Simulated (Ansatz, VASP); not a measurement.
# LaAg in VASP and in Ansatz

```
La Ag
1.0
     3.80799    0.00000    0.00000
     0.00000    3.80799    0.00000
     0.00000    0.00000    3.81828
La Ag
1 1
Direct
  0.50000 0.50000 0.50000
  0.00000 0.00000 0.00000
```

Alike in both runs: task single point; functional LDA; k mesh 9 × 9 × 9; no spin polarisation.

|  | VASP | Ansatz |
| --- | --- | --- |
| version | VASP 6.6.1 | Ansatz 0.2.0 |
| potentials or method | VASP PAW LDA potentials, release 64 (La, Ag), cutoff 520 eV | plane waves, PAW |
| occupations | methfessel-paxton of order 1, width 0.1 eV | methfessel-paxton of order 1 |
| valence electrons in the cell | 22 | 30 |

|  | VASP | Ansatz | Ansatz less VASP |
| --- | --- | --- | --- |
| pressure (GPa) | -4.5 | -4.5 | -0.01 |

LDA's correlation is that of Perdew and Zunger in VASP and of Perdew and Wang (1992) in Ansatz. VASP's potentials hold 22 valence electrons a cell and Ansatz's 30, so a difference there can come from the potentials and not from the codes.

Neither program's run includes spin-orbit coupling.
